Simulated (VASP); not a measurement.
# Ge (Im-3m) in VASP: notebook

Ge is run at these levels: PBE; tasks: single point, relaxation of cell and atoms.

Everything below comes from runs of VASP 6.6.1. Logs are shortened: lines on timing, memory, paths and dates and some standing lists are left out, and cuts for length are marked.

### Step 1. The cell of the first run

It takes space group Im-3m (No. 229, cubic). The conventional cell has a = 2.537 Å, b = 2.537 Å, c = 2.537 Å, α = 90.00°, β = 90.00°, γ = 90.00°. Within 2.9 Å of Ge (site symmetry m-3m) lie 14 Ge at 2.20 to 2.54 Å.

### Step 2. Single point, PBE

INCAR reads:

```
SYSTEM = Ge
PREC     = Accurate       ! precision mode
ENCUT    = 520            ! plane-wave cutoff, eV
EDIFF    = 1E-6           ! SCF threshold, eV
ISMEAR   = -1             ! smearing method
SIGMA    = 0.1            ! smearing width, eV
LREAL    = .False.        ! projectors in reciprocal space
LASPH    = .True.         ! aspherical terms in the spheres
NELM     = 100            ! most SCF steps
ALGO     = Normal         ! electronic algorithm
ISIF     = 2              ! what is computed and relaxed
LWAVE    = .False.        ! write WAVECAR
LCHARG   = .False.        ! write CHGCAR
GGA      = PE             ! functional
NBANDS   = 13             ! bands
```

KPOINTS reads:

```
regular mesh
0
Gamma
  21 21 21
  0 0 0
```

POSCAR reads:

```
Ge
1.0
   -1.2686901840      1.2686901840      1.2686901840
    1.2686901840     -1.2686901840      1.2686901840
    1.2686901840      1.2686901840     -1.2686901840
Ge
1
Direct
    0.0000000000      0.0000000000      0.0000000000
```

Potentials or basis: VASP PAW PBE potentials, release 64 (Ge_d).

On the command line:

```sh
$ cat potpaw_PBE.64/Ge_d/POTCAR > POTCAR
$ mpirun -np 1 vasp_std > vasp.out
```

OUTCAR:

```text
SYSTEM = Ge
   PREC = Accurate
   ENCUT = 520
   EDIFF = 1E-6
   ISMEAR = -1
   LREAL = .False.
   LASPH = .True.
   NELM = 100
   ISIF = 2
   GGA = PE

 ion  position               nearest neighbor table
   1  0.000  0.000  0.000-

  LATTYP: Found a body centered cubic cell.
 ALAT       =     2.5373803680

  Lattice vectors:

 A1 = (  -1.2686901840,   1.2686901840,   1.2686901840)
 A2 = (   1.2686901840,  -1.2686901840,   1.2686901840)
 A3 = (   1.2686901840,   1.2686901840,  -1.2686901840)

Analysis of symmetry for initial positions (statically):
=====================================================================
 Subroutine PRICEL returns:
 Original cell was already a primitive cell.

 Routine SETGRP: Setting up the symmetry group for a
 body centered cubic supercell.

 Subroutine GETGRP returns: Found 48 space group operations
 (whereof 48 operations were pure point group operations)
 out of a pool of 48 trial point group operations.

The static configuration has the point symmetry O_h .

Analysis of symmetry for dynamics (positions and initial velocities):
=====================================================================
 Subroutine PRICEL returns:
 Original cell was already a primitive cell.

 Routine SETGRP: Setting up the symmetry group for a
 body centered cubic supercell.

 Subroutine GETGRP returns: Found 48 space group operations
 (whereof 48 operations were pure point group operations)
 out of a pool of 48 trial point group operations.

The dynamic configuration has the point symmetry O_h .

 Subroutine INISYM returns: Found 48 space group operations
 (whereof 48 operations are pure point group operations),
 and found     1 'primitive' translations

----------------------------------------------------------------------------------------

                                     Primitive cell

  volume of cell :       8.1682

  direct lattice vectors                    reciprocal lattice vectors
    -1.268690184  1.268690184  1.268690184     0.000000000  0.394107250  0.394107250
     1.268690184 -1.268690184  1.268690184     0.394107250  0.000000000  0.394107250
     1.268690184  1.268690184 -1.268690184     0.394107250  0.394107250  0.000000000

  length of vectors
     2.197435858  2.197435858  2.197435858     0.557351819  0.557351819  0.557351819

  position of ions in fractional coordinates (direct lattice)
     0.000000000  0.000000000  0.000000000
[... 76 lines left out ...]
   EDIFF  = 0.1E-05   stopping-criterion for ELM
   LREAL  =      F    real-space projection
   EDIFFG = 0.1E-04   stopping-criterion for IOM
   NSW    =      0    number of steps for IOM
   IBRION =     -1    ionic relax: 0-MD 1-quasi-New 2-CG
   NFREE  =      0    steps in history (QN), initial steepest desc. (CG)
   ISIF   =      2    stress and relaxation
   ISYM   =      2    0-nonsym 1-usesym 2-fastsym
   POTIM  = 0.5000    time-step for ionic-motion
   TEBEG  =    0.0;   TEEND  =   0.0 temperature during run
   PSTRESS=    0.0 pullay stress
   NELECT =      14.0000    total number of electrons
   NUPDOWN=      -1.0000    fix difference up-down
   EMIN   =  10.00;   EMAX   =-10.00  energy-range for DOS
   EFERMI =   0.00;   METHOD = LEGACY
   ISMEAR =    -1;   SIGMA  =   0.10  broadening in eV -4-tet -1-fermi 0-gaus
   EFERMI_NEDOS =   21; number of points for ismear=-14 and -15
   IALGO  =     38    algorithm
   IMIX   =      4    mixing-type and parameters
     AMIX     =   0.40;   BMIX     =  1.00
     AMIX_MAG =   1.60;   BMIX_MAG =  1.00
  volume/ion in A,a.u.               =       8.17        55.12
  Fermi-wavevector in a.u.,A,eV,Ry     =   1.959184  3.702321 52.224639  3.838403
  Thomas-Fermi vector in A             =   2.984637
   LORBIT       =      0    0 simple, 1 ext, 2 COOP (PROOUT), +10 PAW based schemes
   GGA     = PE    functional components
   LHFCALC =     F    Hartree Fock is set to
   AEXX    =    0.0000 exact exchange contribution
   IVDW    =     0    specifies the selected vdW correction
   LEPSILON=     F    determine dielectric tensor
   LRPA    =     F    only Hartree local field effects (RPA)
 non-spin polarized calculation
  energy-cutoff  :      520.00
  volume of cell :        8.17
 maximum number of plane-waves:       236
   NGX =  9   NGY =  9   NGZ =  9

 number of electron      13.9999978 magnetization

 Free energy of the ion-electron system (eV)
  ---------------------------------------------------
  ext. energy  EPLUGINS =         0.00000000
  ---------------------------------------------------
  free energy    TOTEN  =         1.93687102 eV

  energy without entropy =        1.94585259  energy(sigma->0) =        1.94136180

 E-fermi :  20.4033     XC(G=0): -16.2713

 val. band max:       20.3207237100   @ k =   0.3333   0.1905   0.0476
 cond. band min:      20.4089967676   @ k =  -0.3810  -0.4762   0.0952
 fundamental gap:      0.0882730576
 Fermi energy:        20.4033144663

 k-point     1 :       0.0000    0.0000    0.0000
  band No.  band energies     occupation
      1      -6.3896      2.00000
      2      -6.3896      2.00000
      3      -6.3896      2.00000
      4      -5.6509      2.00000
      5      -5.6509      2.00000
      6      -3.3284      2.00000
      7      41.4065      0.00000
      8      41.4065      0.00000
      9      41.4065      0.00000
     10      42.8820      0.00000
     11      42.8821      0.00000
     12      42.8821      0.00000
     13      44.6567      0.00000
[... 354 lines left out ...]
  band No.  band energies     occupation
      1      -6.5547      2.00000
      2      -6.4413      2.00000
      3      -5.8654      2.00000
      4      -5.7751      2.00000
      5      -5.6458      2.00000
      6      -0.1053      2.00000
      7      25.5087      0.00000
      8      29.7039      0.00000
      9      33.5949      0.00000
     10      38.7968      0.00000
     11      42.2308      0.00000
     12      43.9972      0.00000
     13      51.1775      0.00000

 [... further k-points ...]
[... 5 lines left out ...]
  --------------------------------------------------------------------------------------
  -------------------------------------------------------------------------------------
  Total       19.9672262     19.9672262     19.9672262      0.0000000     -0.0000000      0.0000000
  in kB     3916.5311912   3916.5311912   3916.5311912      0.0000000     -0.0000000      0.0000000
  external PRESSURE =    3916.5311912 kB  Pullay stress =       0.0000000 kB

 VOLUME and BASIS-vectors are now :
 -----------------------------------------------------------------------------
  energy-cutoff  :      520.00
  volume of cell :        8.17
      direct lattice vectors                 reciprocal lattice vectors
    -1.268690184  1.268690184  1.268690184     0.000000000  0.394107250  0.394107250
     1.268690184 -1.268690184  1.268690184     0.394107250  0.000000000  0.394107250
     1.268690184  1.268690184 -1.268690184     0.394107250  0.394107250  0.000000000

 POSITION                                       TOTAL-FORCE (eV/Angst)
 -----------------------------------------------------------------------------------
      0.00000      0.00000      0.00000        -0.000000     -0.000000     -0.000000
 -----------------------------------------------------------------------------------
    total drift:                                0.000000      0.000000     -0.000000

  FREE ENERGIE OF THE ION-ELECTRON SYSTEM (eV)
  ---------------------------------------------------
  free  energy   TOTEN  =         1.9368710196 eV

  energy  without entropy=        1.9458525862  energy(sigma->0) =        1.94136180
```

stdout:

```text
POSCAR found type information on POSCAR Ge
 POSCAR found :  1 types and       1 ions
 scaLAPACK will be used
 LDA part: xc-table for (Slater+PW92), standard interpolation
 POSCAR, INCAR and KPOINTS ok, starting setup
 FFT: planning ... GRIDC
 FFT: planning ... GRID_SOFT
 FFT: planning ... GRID
 WAVECAR not read
 entering main loop
```

It took 15 s on 1 thread of Intel Xeon Platinum 8488C (Sapphire Rapids), shared host; peak memory 0.14 GiB.

Results:

* Free energy: 1.9369 eV
* Pressure: 391.7 GPa
* Band gap on the k mesh: zero (band 7 reaches 41.41 eV, above the bottom of band 8 at 14.94 eV)

Levels at points of the mesh, in eV from the Fermi level:
```tsv
k point	band 5	band 6	band 7	band 8	band 9	band 10
(0.00, 0.00, 0.00)	-26.05	-23.73	21.00	21.00	21.00	22.48
```

### Step 3. Relaxation of cell and atoms, PBE, target pressure 390 GPa, at which the enthalpy is minimised

This run uses another cell than the first one, of 8.14 Å³/atom, 0.997 times its volume.

INCAR reads:

```
PREC = Accurate
ENCUT = 600
EDIFF = 1E-6
ISMEAR = -1
SIGMA = 0.1
LREAL = F
LASPH = T
NELM = 80
ALGO = Normal
ISIF = 3
LWAVE = F
LCHARG = F
GGA = PE
IBRION = 2
NSW = 60
EDIFFG = -0.005
PSTRESS = 3900.0
```

KPOINTS reads:

```
regular mesh
0
Gamma
  21 21 21
```

POSCAR reads:

```
Ge
1.0
   -1.2672431360      1.2672431360      1.2672431360
    1.2672431360     -1.2672431360      1.2672431360
    1.2672431360      1.2672431360     -1.2672431360
Ge
1
Direct
    0.0000000000      0.0000000000      0.0000000000
```

Potentials or basis: VASP PAW PBE potentials, release 64 (Ge_d).

On the command line:

```sh
$ cat potpaw_PBE.64/Ge_d/POTCAR > POTCAR
$ mpirun -np 1 vasp_std > vasp.out
```

It took 1.8 min on 1 thread of Intel Xeon Platinum 8488C (Sapphire Rapids), shared host; peak memory 0.15 GiB.

Results (log left out):

```
Free energy                                            : 1.8979 eV
Relaxed volume                                         : 8.18 Å³/atom
Relaxed cell                                           : a = 2.199 Å, b = 2.199 Å, c = 2.199 Å, α = 109.47°, β = 109.47°, γ = 109.47°
Space group after relaxing (to 0.05 Å)                 : Im-3m (No. 229)
Energy change on relaxing (the enthalpy is what falls) : -107.7 meV/atom
Ionic steps                                            : 10
Pressure after relaxing                                : 389.9 GPa
Band gap on the k mesh                                 : zero (band 7 reaches 41.35 eV, above the bottom of band 8 at 14.90 eV)
```

Step by step:
| step | energy change (eV) | largest force (eV/Å) | pressure (GPa) | volume (Å³) |
| --- | --- | --- | --- | --- |
| 1 | 0.0000 | 0.0000 | 396.29 | 8.14 |
| 2 | -0.8764 | 0.0000 | 338.99 | 8.52 |
| 3 | -0.0995 | 0.0000 | 390.20 | 8.18 |
| 4 | -0.1025 | 0.0000 | 390.34 | 8.18 |
| 5 | -0.5006 | 0.0000 | 363.58 | 8.35 |
| 6 | -0.1077 | 0.0000 | 389.78 | 8.18 |
| 7 | -0.1055 | 0.0000 | 390.42 | 8.18 |
| 8 | -0.1089 | 0.0000 | 389.90 | 8.18 |
| 9 | -0.1083 | 0.0000 | 389.82 | 8.18 |
| 10 | -0.1077 | 0.0000 | 389.93 | 8.18 |

Final structure:
```cif
data_structure
_symmetry_space_group_name_H-M 'P 1'
_symmetry_Int_Tables_number 1
_cell_length_a 2.1989
_cell_length_b 2.1989
_cell_length_c 2.1989
_cell_angle_alpha 109.471
_cell_angle_beta 109.471
_cell_angle_gamma 109.471
_cell_volume 8.18
loop_
_atom_site_label
_atom_site_type_symbol
_atom_site_fract_x
_atom_site_fract_y
_atom_site_fract_z
_atom_site_occupancy
Ge1 Ge 0.00000 0.00000 0.00000 1
```

Levels at points of the mesh, in eV from the Fermi level:
| k point | band 4 | band 5 | band 6 | band 7 | band 8 | band 9 | band 10 | band 11 |
| --- | --- | --- | --- | --- | --- | --- | --- | --- |
| (0.00, 0.00, 0.00) | -26.05 | -26.05 | -23.70 | 21.00 | 21.00 | 21.00 | 22.43 | 22.43 |

Caveat: the cell is relaxed towards a set pressure, so the enthalpy falls and the energy may rise.

### Step 4. Relaxation of cell and atoms, PBE, target pressure 390 GPa, at which the enthalpy is minimised

INCAR reads:

```
PREC = Accurate ; ENCUT = 600
EDIFF = 1E-6 ; ISMEAR = -1
SIGMA = 0.1 ; LREAL = F
LASPH = T ; NELM = 100
ALGO = Normal ; ISIF = 3
LWAVE = F ; LCHARG = F
GGA = PE ; IBRION = 2
NSW = 32 ; EDIFFG = -0.005
PSTRESS = 3900.0
```

KPOINTS reads:

```
Automatic mesh
0
Gamma
  21 21 21
```

POSCAR reads:

```
Ge
1.0
   -1.2686901840      1.2686901840      1.2686901840
    1.2686901840     -1.2686901840      1.2686901840
    1.2686901840      1.2686901840     -1.2686901840
Ge
1
Direct
    0.0000000000      0.0000000000      0.0000000000
```

Potentials or basis: VASP PAW PBE potentials, release 64 (Ge_d).

On the command line:

```sh
$ cat potpaw_PBE.64/Ge_d/POTCAR > POTCAR
$ mpirun -np 1 vasp_std > vasp.out
```

OUTCAR:

```text
PREC = Accurate
   ENCUT = 600
   EDIFF = 1E-6
   ISMEAR = -1
   LREAL = F
   LASPH = T
   NELM = 100
   ISIF = 3
   GGA = PE
   IBRION = 2
   NSW = 32
   EDIFFG = -0.005
   PSTRESS = 3900.0

 ion  position               nearest neighbor table
   1  0.000  0.000  0.000-

  LATTYP: Found a body centered cubic cell.
 ALAT       =     2.5373803680

  Lattice vectors:

 A1 = (  -1.2686901840,   1.2686901840,   1.2686901840)
 A2 = (   1.2686901840,  -1.2686901840,   1.2686901840)
 A3 = (   1.2686901840,   1.2686901840,  -1.2686901840)

Analysis of symmetry for initial positions (statically):
=====================================================================
[... 436 lines left out ...]
  free energy    TOTEN  =         1.89992608 eV

  energy without entropy =        1.90890966  energy(sigma->0) =        1.90441787

 E-fermi :  20.3596     XC(G=0): -16.2581

 val. band max:       20.2764450801   @ k =   0.3333   0.1905   0.0476
 cond. band min:      20.3646700319   @ k =  -0.3810  -0.4762   0.0952
 fundamental gap:      0.0882249519
 Fermi energy:        20.3596061907

 k-point     1 :       0.0000    0.0000    0.0000
  band No.  band energies     occupation
      1      -6.4224      2.00000
      2      -6.4224      2.00000
      3      -6.4224      2.00000
      4      -5.6869      2.00000
      5      -5.6869      2.00000
      6      -3.3393      2.00000
      7      41.3577      0.00000
      8      41.3577      0.00000
      9      41.3577      0.00000
     10      42.7968      0.00000
     11      42.7968      0.00000
[... 309 lines left out ...]
 k-point    24 :       0.1905    0.0952    0.0000
  band No.  band energies     occupation
      1      -6.5866      2.00000
      2      -6.4735      2.00000
      3      -5.9001      2.00000
      4      -5.8105      2.00000
      5      -5.6818      2.00000
      6      -0.1213      2.00000
      7      25.4596      0.00000
      8      29.6494      0.00000
      9      33.5350      0.00000
     10      38.7381      0.00000
     11      42.1607      0.00000

 [... further k-points ...]
[... 5 lines left out ...]
  --------------------------------------------------------------------------------------
  -------------------------------------------------------------------------------------
  Total       19.9244244     19.9244244     19.9244244      0.0000000      0.0000000      0.0000000
  in kB     3900.9304237   3900.9304237   3900.9304237      0.0000000      0.0000000      0.0000000
  external PRESSURE =       0.9304237 kB  Pullay stress =    3900.0000000 kB
[... 20 lines left out ...]
  energy  without entropy=        1.9089096564  energy(sigma->0) =        1.90441787

  enthalpy is  TOTEN    =        21.8195982566 eV   P V=       19.9196721767

 reached required accuracy - stopping structural energy minimisation
```

OSZICAR:

```text
N       E                     dE             d eps       ncg     rms          rms(c)
DAV:   1     0.522335036367E+02    0.52234E+02   -0.74410E+03  7148   0.456E+03
DAV:   2     0.355332217413E+01   -0.48680E+02   -0.46305E+02  6471   0.379E+02
DAV:   3     0.167680978214E+01   -0.18765E+01   -0.18406E+01  6854   0.561E+01
[... 43 lines left out ...]
DAV:   1     0.189890489790E+01    0.16465E-02   -0.10177E-05  5654   0.136E-01    0.610E-03
DAV:   2     0.189890565763E+01    0.75973E-06   -0.60416E-07  3250   0.368E-02
   7 F= 0.21819598E+02 E0= 0.21824090E+02  d E =-.118869E-03
       N       E                     dE             d eps       ncg     rms          rms(c)
DAV:   1     0.189992578119E+01    0.10209E-02   -0.25142E-06  5306   0.631E-02    0.405E-03
DAV:   2     0.189992607990E+01    0.29871E-06   -0.17185E-07  3269   0.192E-02
   8 F= 0.21819598E+02 E0= 0.21824090E+02  d E =-.118806E-03
```

CONTCAR:

```text
Ge
   1.00000000000000
    -1.2694708228610581    1.2694708228610583    1.2694708228610581
     1.2694708228610581   -1.2694708228610583    1.2694708228610581
     1.2694708228610581    1.2694708228610583   -1.2694708228610581
  Ge
     1
Direct
     0.0000000000000000    0.0000000000000000    0.0000000000000000

  0.00000000E+00  0.00000000E+00  0.00000000E+00
```

Wall time 82 s (1 thread of Intel Xeon Platinum 8488C (Sapphire Rapids), shared host); peak memory 0.15 GiB.

Results:

```yaml
Free_energy: 1.8999 eV
Relaxed_volume: 8.18 Å³/atom
Relaxed_cell: a = 2.199 Å, b = 2.199 Å, c = 2.199 Å, α = 109.47°, β = 109.47°, γ = 109.47°
Space_group_after_relaxing_to_0.05_Å: Im-3m (No. 229)
Energy_change_on_relaxing_the_enthalpy_is_what_falls: -36.8 meV/atom
Ionic_steps: 8
Pressure_after_relaxing: 390.1 GPa
Band_gap_on_the_k_mesh: zero (band 7 reaches 41.36 eV, above the bottom of band 8 at 14.90 eV)
```

The path:
| step | energy change (eV) | largest force (eV/Å) | pressure (GPa) | volume (Å³) |
| --- | --- | --- | --- | --- |
| 1 | 0.0000 | 0.0000 | 391.65 | 8.17 |
| 2 | -0.2394 | 0.0000 | 377.40 | 8.27 |
| 3 | -0.0271 | 0.0000 | 390.54 | 8.18 |
| 4 | -0.0358 | 0.0000 | 390.25 | 8.18 |
| 5 | -0.0435 | 0.0000 | 389.72 | 8.19 |
| 6 | -0.0395 | 0.0000 | 389.79 | 8.18 |
| 7 | -0.0379 | 0.0000 | 389.87 | 8.18 |
| 8 | -0.0368 | 0.0000 | 390.09 | 8.18 |

Final structure:
```cif
data_structure
_symmetry_space_group_name_H-M 'P 1'
_symmetry_Int_Tables_number 1
_cell_length_a 2.1988
_cell_length_b 2.1988
_cell_length_c 2.1988
_cell_angle_alpha 109.471
_cell_angle_beta 109.471
_cell_angle_gamma 109.471
_cell_volume 8.18
loop_
_atom_site_label
_atom_site_type_symbol
_atom_site_fract_x
_atom_site_fract_y
_atom_site_fract_z
_atom_site_occupancy
Ge1 Ge 0.00000 0.00000 0.00000 1
```

Caveat: the cell is relaxed towards a set pressure, so the enthalpy falls and the energy may rise.

### Step 5. Summary

| task | cell | cutoff (eV) | gap on the mesh (eV) | pressure (GPa) |
| --- | --- | --- | --- | --- |
| single point | a = 2.197 Å, angles 109.5°, 1 atom | 520 | none | 391.7 |
| relaxation of cell and atoms | relaxed to 390 GPa from a = 2.195 Å, angles 109.5°, 1 atom | 600 | none | 389.9 |
| relaxation of cell and atoms | relaxed to 390 GPa from a = 2.197 Å, angles 109.5°, 1 atom | 600 | none | 390.1 |

Alike in all rows: level PBE; potentials or basis VASP PAW PBE potentials, release 64 (Ge_d); no spin polarisation; k mesh 21 × 21 × 21; smearing fermi-dirac 0.1 eV.

Caveats: the cell is relaxed towards a set pressure, so the enthalpy falls and the energy may rise (some runs).

Total energies depend on the potentials used, so only differences within one code and one set of settings carry meaning.
